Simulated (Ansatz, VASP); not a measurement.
# CuO: VASP beside Ansatz

```
Cu O
1.0
     2.83633    0.00000    0.00000
    -1.41816    2.45633    0.00000
     0.00000    0.00000    2.76811
Cu O
1 1
Direct
  0.00000 0.00000 0.00000
  0.66667 0.33333 0.50000
```

Alike in both runs: task single point; functional PBE; k mesh 8 × 8 × 7; occupations gaussian, width 0.05 eV; collinear spin; Hubbard terms Cu d U = 6.0 eV.

```csv
,VASP,Ansatz
version,VASP 6.6.1,Ansatz 0.2.0
potentials or method,"VASP PAW PBE potentials, release 64 (Cu, O), cutoff 600 eV","scalar-relativistic, plane waves, PAW"
valence electrons in the cell,17,25
```

Ansatz gave:

| Item | Value |
| --- | --- |
| gap on the k mesh at the Fermi level (eV) | none |
| pressure (GPa) | 5.6 |
| traceless stress, the component that is largest in VASP (GPa) | -4.13 |
| net moment per atom (μB) | 0.50 |
| size of the moment on the site where the two differ most (μB) | 0.60 |

Task: Which values does VASP return?

Result: gap on the k mesh at the Fermi level (eV): none; pressure (GPa): -2.4; traceless stress, the component that is largest in VASP (GPa): -7.03; net moment per atom (μB): 0.50; size of the moment on the site where the two differ most (μB): 0.50.

Site moments also hang on the region over which each program counts them. The programs project onto different local orbitals, so the same U acts differently, and such runs can settle in different states. A gap of «none» marks a metal or a gap that the smearing closes. VASP's potentials hold 17 valence electrons a cell and Ansatz's 25, so a difference there can come from the potentials and not from the codes. Ansatz's warnings: filled band counts differ across k points, specified occupation not kept, symmetry narrowed by occupation matrices.
